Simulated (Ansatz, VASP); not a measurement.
**One calculation of SnSe2, two programs**

```
Sn Se
1.0
     3.69667    0.00000    0.00000
    -1.84833    3.20141    0.00000
     0.00000    0.00000    6.04495
Sn Se
1 2
Direct
  0.00000 0.00000 0.00000
  0.33333 0.66667 0.25000
  0.66667 0.33333 0.75000
```

Change from the starting cell: strain -0.030 along x and y, -0.015 along z, atoms carried along.

Alike in both runs: task single point; functional PBE; k mesh 12 × 12 × 6; occupations gaussian, width 0.05 eV; no spin polarisation.

|  | VASP | Ansatz |
| --- | --- | --- |
| version | VASP 6.6.1 | Ansatz 0.2.0 |
| potentials or method | VASP PAW PBE potentials, release 64 (Sn_d, Se), cutoff 520 eV | scalar-relativistic, plane waves, PAW |
| valence electrons in the cell | 26 | 46 |

Ansatz gave:

| Quantity | Value |
| --- | --- |
| gap on the k mesh at the Fermi level (eV) | 0.86 |
| least direct gap on the mesh (eV) | 1.45 |
| pressure (GPa) | 12.6 |
| traceless stress, the component that is largest in VASP (GPa) | 0.13 |
| rms of the force components (eV/Å) | 0.702 |

Task: Estimate VASP's values.

Result: gap on the k mesh at the Fermi level (eV): 0.85; least direct gap on the mesh (eV): 1.44; pressure (GPa): 12.7; traceless stress, the component that is largest in VASP (GPa): 0.14; rms of the force components (eV/Å): 0.712.

Atom by atom the forces differ by 0.011 eV/Å (rms over components). VASP's potentials hold 26 valence electrons a cell and Ansatz's 46, so a difference there can come from the potentials and not from the codes.
